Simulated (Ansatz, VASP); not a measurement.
Two plane-wave programs on TiTe2

```
CELL_PARAMETERS angstrom
3.77700 0.00000 0.00000
-1.88850 3.27098 0.00000
0.00000 0.00000 6.49800
ATOMIC_POSITIONS crystal
Te 0.33333 0.66667 0.73720
Te 0.66667 0.33333 0.26280
Ti 0.00000 0.00000 0.00000
```

Alike in both runs: task single point; functional PBE; k mesh 8 × 8 × 4; occupations gaussian, width 0.022 eV; no spin polarisation.

|  | VASP | Ansatz |
| --- | --- | --- |
| version | VASP 6.6.1 | Ansatz 0.2.0 |
| potentials or method | VASP PAW PBE potentials, release 64 (Te, Ti_sv) | Ansatz PAW |
| plane-wave cutoff (eV) | 520 | 420 |
| valence electrons in the cell | 24 | 44 |

VASP gave:

```
gap on the k mesh at the Fermi level (eV)                     : none
pressure (GPa)                                                : 0.9
traceless stress, the component that is largest in VASP (GPa) : 0.37
rms of the force components (eV/Å)                            : 0.009
```

Problem. Estimate Ansatz's values.

Solution. gap on the k mesh at the Fermi level (eV): none; pressure (GPa): 0.9; traceless stress, the component that is largest in VASP (GPa): 0.37; rms of the force components (eV/Å): 0.005.

Atom by atom the forces differ by 0.004 eV/Å (rms over components). A gap of «none» marks a metal or a gap that the smearing closes. With one functional, cell and mesh, what is left measures potentials, basis and numerics. VASP's potentials hold 24 valence electrons a cell and Ansatz's 44, so a difference there can come from the potentials and not from the codes.

Neither program's run includes spin-orbit coupling.
